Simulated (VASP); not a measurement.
# Pt (R-3m) in VASP: relaxation of cell and atoms with PBE

Aim: the relaxation of cell and atoms of Pt with PBE.

All numbers are computed with VASP 6.6.1; they aren't measurements. Logs are shortened: lines on timing, memory, paths and dates and some standing lists are left out, and cuts for length are marked.

### 1 The cell of the first run

The structure is trigonal, space group R-3m (No. 166). The conventional cell has a = 2.759 Å, b = 2.759 Å, c = 7.170 Å, α = 90.00°, β = 90.00°, γ = 120.00°. Pt (site symmetry -3m) has 12 Pt at 2.76 to 2.87 Å within 3.6 Å.

### 2 Relaxation of cell and atoms, PBE

File INCAR:

```
SYSTEM = Pt
  PREC = Accurate
  ENCUT = 600
  EDIFF = 1E-7
  ISMEAR = 0
  SIGMA = 0.1
  LREAL = .False.
  LASPH = .True.
  NELM = 80
  ALGO = Fast
  ISIF = 3
  LWAVE = .False.
  LCHARG = .False.
  GGA = PE
  IBRION = 2
  NSW = 65
  EDIFFG = -0.01
```

File KPOINTS:

```
regular mesh
0
Gamma
  18 18 7
  0 0 0
```

File POSCAR:

```
Pt
1.0
    2.7588687708      0.0000000000      0.0000000000
   -1.3794343854      2.3892504412      0.0000000000
    0.0000000000      0.0000000000      7.1700838957
Pt
3
Direct
    0.0000000000      0.0000000000      0.0000000000
    0.3333333333      0.6666666667      0.3333333333
    0.6666666667      0.3333333333      0.6666666667
```

Potentials or basis: VASP PAW PBE potentials, release 64 (Pt).

The run is started by

```console
$ cat potpaw_PBE.64/Pt/POTCAR > POTCAR
$ mpirun -np 1 vasp_std > vasp.out
```

OUTCAR:

```text
SYSTEM = Pt
   PREC = Accurate
   ENCUT = 600
   EDIFF = 1E-7
   ISMEAR = 0
   LREAL = .False.
   LASPH = .True.
   NELM = 80
   ISIF = 3
   GGA = PE
   IBRION = 2
   NSW = 65
   EDIFFG = -0.01

 ion  position               nearest neighbor table
   1  0.000  0.000  0.000-   2 2.87   3 2.87   2 2.87   3 2.87   3 2.87   2 2.87
   2  0.333  0.667  0.333-   1 2.87   1 2.87   1 2.87   3 2.87   3 2.87   3 2.87
   3  0.667  0.333  0.667-   1 2.87   1 2.87   1 2.87   2 2.87   2 2.87   2 2.87

  LATTYP: Found a hexagonal cell.
 ALAT       =     2.7588687708
 C/A-ratio  =     2.5989216927

  Lattice vectors:

 A1 = (   2.7588687708,   0.0000000000,   0.0000000000)
 A2 = (  -1.3794343854,   2.3892504412,   0.0000000000)
 A3 = (   0.0000000000,   0.0000000000,   7.1700838957)

Analysis of symmetry for initial positions (statically):
=====================================================================
 Subroutine PRICEL returns following result:

  LATTYP: Found a trigonal (rhomboedric) cell.
 ALAT       =     2.8721686298
 COS(alpha) =     0.5386694430

  Lattice vectors:

 A1 = (   1.3794343853,  -0.7964168137,   2.3900279650)
 A2 = (  -0.0000000001,   1.5928336275,   2.3900279650)
 A3 = (  -1.3794343851,  -0.7964168139,   2.3900279657)

   3 primitive cells build up your supercell.

 Routine SETGRP: Setting up the symmetry group for a
 hexagonal supercell.

 Subroutine GETGRP returns: Found 12 space group operations
 (whereof 12 operations were pure point group operations)
 out of a pool of 24 trial point group operations.

The static configuration has the point symmetry D_3d.

Analysis of symmetry for dynamics (positions and initial velocities):
=====================================================================
 Subroutine PRICEL returns following result:

  LATTYP: Found a trigonal (rhomboedric) cell.
 ALAT       =     2.8721686298
 COS(alpha) =     0.5386694430

  Lattice vectors:

 A1 = (   1.3794343853,  -0.7964168137,   2.3900279650)
 A2 = (  -0.0000000001,   1.5928336275,   2.3900279650)
 A3 = (  -1.3794343851,  -0.7964168139,   2.3900279657)

   3 primitive cells build up your supercell.

 Routine SETGRP: Setting up the symmetry group for a
 hexagonal supercell.

 Subroutine GETGRP returns: Found 12 space group operations
 (whereof 12 operations were pure point group operations)
 out of a pool of 24 trial point group operations.

The dynamic configuration has the point symmetry D_3d.

 Subroutine INISYM returns: Found 12 space group operations
 (whereof 12 operations are pure point group operations),
 and found     3 'primitive' translations

----------------------------------------------------------------------------------------

                                     Primitive cell

  volume of cell :      15.7542

  direct lattice vectors                    reciprocal lattice vectors
     1.379434385 -0.796416814  2.390027965     0.362467404 -0.209270653  0.139468382
    -0.000000000  1.592833628  2.390027965    -0.000000000  0.418541306  0.139468382
    -1.379434385 -0.796416814  2.390027966    -0.362467404 -0.209270653  0.139468382

  length of vectors
     2.872168630  2.872168630  2.872168630     0.441166924  0.441166924  0.441166924

  position of ions in fractional coordinates (direct lattice)
     0.000000000  0.000000000  0.000000000

  ion indices of the primitive-cell ions
   primitive index   ion index
                 1           1

----------------------------------------------------------------------------------------

 KPOINTS: regular mesh

Automatic generation of k-mesh.
 Grid dimensions read from file:
 generate k-points for:   18   18    7

 Generating k-lattice:

  Cartesian coordinates                     Fractional coordinates (reciprocal lattice)
     0.020137078  0.011626147  0.000000000     0.055555556  0.000000000  0.000000000
     0.000000000  0.023252295  0.000000000     0.000000000  0.055555556  0.000000000
     0.000000000  0.000000000  0.019924055     0.000000000  0.000000000  0.142857143

  Length of vectors
     0.023252295  0.023252295  0.019924055

  Shift w.r.t. Gamma in fractional coordinates (k-lattice)
     0.000000000  0.000000000  0.000000000

 Subroutine IBZKPT returns following result:
 ===========================================

 Found    229 irreducible k-points:

 Following reciprocal coordinates:
            Coordinates               Weight
  0.000000  0.000000  0.000000      1.000000
  0.055556  0.000000  0.000000      6.000000
  0.111111  0.000000  0.000000      6.000000
  0.166667  0.000000  0.000000      6.000000
  0.222222  0.000000  0.000000      6.000000
  0.277778  0.000000  0.000000      6.000000
[... 16 lines left out ...]
  0.333333  0.111111  0.000000     12.000000
  0.388889  0.111111  0.000000     12.000000
 [... further k-points ...]
   k-points           NKPTS =    229   k-points in BZ     NKDIM =    229   number of bands    NBANDS=     19
   number of dos      NEDOS =    301   number of ions     NIONS =      3
   total plane-waves  NPLWV =  34560
   dimension x,y,z NGX =    24 NGY =   24 NGZ =   60
   dimension x,y,z NGXF=    48 NGYF=   48 NGZF=  120
   ions per type =               3
   NGX,Y,Z   is equivalent  to a cutoff of  14.46, 14.46, 13.91 a.u.
   NGXF,Y,Z  is equivalent  to a cutoff of  28.92, 28.92, 27.82 a.u.
 SYSTEM =  Pt
   PREC   = accura    normal or accurate (medium, high low for compatibility)
   ISTART =      0    job   : 0-new  1-cont  2-samecut
   ICHARG =      2    charge: 1-file 2-atom 10-const
   ISPIN  =      1    spin polarized calculation?
   LNONCOLLINEAR =      F non collinear calculations
   LSORBIT =      F    spin-orbit coupling
   LASPH  =      T    aspherical Exc in radial PAW
   ENCUT  =  600.0 eV  44.10 Ry    6.64 a.u.   5.51  5.51 14.32*2*pi/ulx,y,z
   NELM   =     80;   NELMIN=  2; NELMDL= -5     # of ELM steps
   EDIFF  = 0.1E-06   stopping-criterion for ELM
   LREAL  =      F    real-space projection
   EDIFFG = -.1E-01   stopping-criterion for IOM
   NSW    =     65    number of steps for IOM
   IBRION =      2    ionic relax: 0-MD 1-quasi-New 2-CG
   NFREE  =      1    steps in history (QN), initial steepest desc. (CG)
   ISIF   =      3    stress and relaxation
   ISYM   =      2    0-nonsym 1-usesym 2-fastsym
   POTIM  = 0.5000    time-step for ionic-motion
   TEBEG  =    0.0;   TEEND  =   0.0 temperature during run
   PSTRESS=    0.0 pullay stress
   NELECT =      30.0000    total number of electrons
   NUPDOWN=      -1.0000    fix difference up-down
   EMIN   =  10.00;   EMAX   =-10.00  energy-range for DOS
   EFERMI =   0.00;   METHOD = LEGACY
   ISMEAR =     0;   SIGMA  =   0.10  broadening in eV -4-tet -1-fermi 0-gaus
   EFERMI_NEDOS =   21; number of points for ismear=-14 and -15
   IALGO  =     68    algorithm
   IMIX   =      4    mixing-type and parameters
     AMIX     =   0.40;   BMIX     =  1.00
     AMIX_MAG =   1.60;   BMIX_MAG =  1.00
  volume/ion in A,a.u.               =      15.75       106.31
  Fermi-wavevector in a.u.,A,eV,Ry     =   1.406942  2.658735 26.932548  1.979486
  Thomas-Fermi vector in A             =   2.529252
   LORBIT       =      0    0 simple, 1 ext, 2 COOP (PROOUT), +10 PAW based schemes
   GGA     = PE    functional components
   LHFCALC =     F    Hartree Fock is set to
   AEXX    =    0.0000 exact exchange contribution
   IVDW    =     0    specifies the selected vdW correction
   LEPSILON=     F    determine dielectric tensor
   LRPA    =     F    only Hartree local field effects (RPA)
 conjugate gradient relaxation of ions
 non-spin polarized calculation
 RMM-DIIS sequential band-by-band and
 Gauss-broadening in eV      SIGMA  =   0.10
  energy-cutoff  :      600.00
  volume of cell :       47.26
 maximum number of plane-waves:      1619
 NGX is ok and might be reduce to    24
   NGX = 11   NGY = 11   NGZ = 29

--------------------------------------- Ionic step        1  -------------------------------------------

 number of electron      30.0000005 magnetization

 Free energy of the ion-electron system (eV)
  ---------------------------------------------------
  ext. energy  EPLUGINS =         0.00000000
  ---------------------------------------------------
  free energy    TOTEN  =       -18.26168320 eV

  energy without entropy =      -18.23385213  energy(sigma->0) =      -18.24776767

------------------------ aborting loop because EDIFF is reached ----------------------------------------

  FORCE on cell =-STRESS in cart. coord.  units (eV):
  Direction    XX          YY          ZZ          XY          YZ          ZX
  --------------------------------------------------------------------------------------
  -------------------------------------------------------------------------------------
  Total        0.4027306      0.4027306     -1.8229253      0.0000000      0.0000000      0.0000000
  in kB       13.6523779     13.6523779    -61.7963052      0.0000000      0.0000000      0.0000000
  external PRESSURE =     -11.4971831 kB  Pullay stress =       0.0000000 kB
[... 207 lines left out ...]
  energy  without entropy=      -18.2732470949  energy(sigma->0) =      -18.28934375

--------------------------------------- Ionic step        7  -------------------------------------------

 number of electron      29.9999998 magnetization

 Free energy of the ion-electron system (eV)
  ---------------------------------------------------
  ext. energy  EPLUGINS =         0.00000000
  ---------------------------------------------------
  free energy    TOTEN  =       -18.30549569 eV

  energy without entropy =      -18.27327062  energy(sigma->0) =      -18.28938316

 E-fermi :  10.6038     XC(G=0): -13.2817

 val. band max:       10.6035900361   @ k =   0.2222   0.2222   0.1429
 cond. band min:      10.6041467496   @ k =   0.1667   0.0556   0.2857
 fundamental gap:      0.0005567135
 Fermi energy:        10.6038111416

 k-point     1 :       0.0000    0.0000    0.0000
  band No.  band energies     occupation
      1       0.7771      2.00000
      2       3.4430      2.00000
      3       3.4430      2.00000
      4       7.0190      2.00000
      5       7.0305      2.00000
      6       7.0305      2.00000
[... 11 lines left out ...]
     18       9.8276      2.00000
     19      20.6550      0.00000
[... 489 lines left out ...]
      3       4.6010      2.00000
      4       4.7925      2.00000
      5       6.1127      2.00000
      6       6.4900      2.00000
[... 11 lines left out ...]
     18      14.7519      0.00000
     19      15.9393      0.00000

 [... further k-points ...]

------------------------ aborting loop because EDIFF is reached ----------------------------------------

  FORCE on cell =-STRESS in cart. coord.  units (eV):
  Direction    XX          YY          ZZ          XY          YZ          ZX
  --------------------------------------------------------------------------------------
  -------------------------------------------------------------------------------------
  Total        0.0149015      0.0149015      0.0040208      0.0000000      0.0000000      0.0000000
  in kB        0.5096164      0.5096164      0.1375056      0.0000000      0.0000000      0.0000000
  external PRESSURE =       0.3855795 kB  Pullay stress =       0.0000000 kB
[... 18 lines left out ...]
  FREE ENERGIE OF THE ION-ELECTRON SYSTEM (eV)
  ---------------------------------------------------
  free  energy   TOTEN  =       -18.3054956895 eV

  energy  without entropy=      -18.2732706237  energy(sigma->0) =      -18.28938316

 reached required accuracy - stopping structural energy minimisation
```

Run time: 11 min. Hardware: 1 thread of AMD EPYC 9R45 (Zen 5), shared host; peak memory 0.32 GiB.

What came out:

```
Free energy                           : -18.3055 eV
Relaxed volume                        : 15.62 Å³/atom
Relaxed cell                          : a = 2.805 Å, b = 2.805 Å, c = 6.877 Å, α = 90.00°, β = 90.00°, γ = 120.00°
Space group after relaxing (to 0.1 Å) : Fm-3m (No. 225)
Energy gained by relaxing             : 14.6 meV/atom
Ionic steps                           : 7
Pressure after relaxing               : 0.0 GPa
Band gap on the k mesh                : zero (bands 15 and 16 overlap by 1.68 eV)
```

The path:
```csv
step,energy change (eV),largest force (eV/Å),pressure (GPa),volume (Å³)
1,0.0000,0.0000,-1.15,47.26
2,-0.0350,0.0000,2.24,46.47
3,-0.0359,0.0000,3.02,46.32
4,-0.0329,0.0000,-3.61,47.58
5,-0.0438,0.0000,-0.19,46.89
6,-0.0438,0.0000,-0.12,46.88
7,-0.0438,0.0000,0.04,46.85
```

Final structure:
```
Pt
1.0
     2.80458    0.00000    0.00000
    -1.40229    2.42884    0.00000
     0.00000    0.00000    6.87750
Pt
3
Direct
  0.00000 0.00000 0.00000
  0.33333 0.66667 0.33333
  0.66667 0.33333 0.66667
```

Caveat: spin-orbit coupling is left out, which moves the levels of the heavy elements.
